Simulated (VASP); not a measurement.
Wanted: the native input for a VASP 6.6.1 run.

```yaml
Task: single point
Functional: PBEsol
Potentials_or_basis: VASP PAW PBE potentials, release 64 (Ti_sv, Ta_pv)
Cutoff: 520 eV
k_mesh: 4 × 4 × 4
Occupations: gaussian, width 0.2 eV
Spin: no spin polarisation
Dipole_correction: no
Further_INCAR_settings: ALGO = Normal; EDIFF = 1e-06; NBANDS = 32
```

The structure of TaTi3 lies in POSCAR:

```
TaTi3
1.0
    0.0000000000      3.2665280000      3.2665280000
    3.2665280000      0.0000000000      3.2665280000
    3.2665280000      3.2665280000      0.0000000000
Ti Ta
3 1
Direct
    0.2500000000      0.2500000000      0.2500000000
    0.7500000000      0.7500000000      0.7500000000
    0.5000000000      0.5000000000      0.5000000000
    0.0000000000      0.0000000000      0.0000000000
```

The input as run:

INCAR

```
SYSTEM = TaTi3
PREC = Accurate
ENCUT = 520
EDIFF = 1E-6
ISMEAR = 0
SIGMA = 0.2
LREAL = .False.
LASPH = .True.
NELM = 60
ALGO = Normal
ISIF = 2
LWAVE = .False.
LCHARG = .True.
GGA = PS
LELF = .True.
LVHAR = .True.
NBANDS = 32
```

KPOINTS

```
Automatic mesh
0
Gamma
  4 4 4
  0 0 0
```

Potentials or basis: VASP PAW PBE potentials, release 64 (Ti_sv, Ta_pv).

Run with:

```console
$ cat potpaw_PBE.64/Ti_sv/POTCAR potpaw_PBE.64/Ta_pv/POTCAR > POTCAR
$ mpirun -np 1 vasp_std > vasp.out
```

It gave:

```json
{
 "Pressure": "-5.4 GPa"
}
```

Caveat: the k points lie up to 0.42 Å⁻¹ apart; the PAW data sets were made with another functional, which shifts forces and pressure a little.

Wall time 35 s on 1 thread of AMD EPYC 9R45 (Zen 5) (shared host), peak memory 0.17 GiB.
